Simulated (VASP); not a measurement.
A run of VASP 6.6.1 is set up as follows.

POSCAR

```
MnS
1.0
    3.0990400000      0.0000000000      0.0000000000
    0.0000000000      3.0990400000      0.0000000000
    0.0000000000      0.0000000000      3.0990400000
Mn S
1 1
Direct
    0.5000000000      0.5000000000      0.5000000000
    0.0000000000      0.0000000000      0.0000000000
```

Contents of INCAR.step1:

```
SYSTEM = MnS
ALGO = Normal
EDIFF = 1E-4
ENCUT = 520
GGA = PE
ISMEAR = -1
ISPIN = 2
LASPH = .True.
LCHARG = .False.
LMAXMIX = 4
LREAL = .False.
LWAVE = .True.
MAGMOM = 2.8 0
NBANDS = 20
NELM = 150
PREC = Accurate
SIGMA = 0.15
```

The input INCAR.step2:

```
SYSTEM = MnS
ALGO = Normal
EDIFF = 1E-6
ENCUT = 520
ISIF = 2
ISMEAR = -1
ISPIN = 2
ISTART = 1
LASPH = .True.
LCHARG = .False.
LMAXMIX = 4
LMIXTAU = .True.
LORBIT = 11
LREAL = .False.
LWAVE = .False.
MAGMOM = 2.8 0
METAGGA = R2SCAN
NBANDS = 20
NELM = 150
PREC = Accurate
SIGMA = 0.15
```

KPOINTS

```
k-points
0
Gamma
  7 7 7
  0 0 0
```

Potentials or basis: VASP PAW PBE potentials, release 64 (Mn_pv, S).

Command:

```console
$ cat potpaw_PBE.64/Mn_pv/POTCAR potpaw_PBE.64/S/POTCAR > POTCAR
$ cp INCAR.step1 INCAR
$ mpirun -np 1 vasp_std > vasp.out
$ cp INCAR.step2 INCAR
$ mpirun -np 1 vasp_std > vasp.out
```

Estimate the net moment.

4.58 μB per cell.

Predict the site moments.

Mn +4.24; S +0.10 μB.

Caveat: a cell with one magnetic atom can't hold antiferromagnetic order, which such compounds often take.
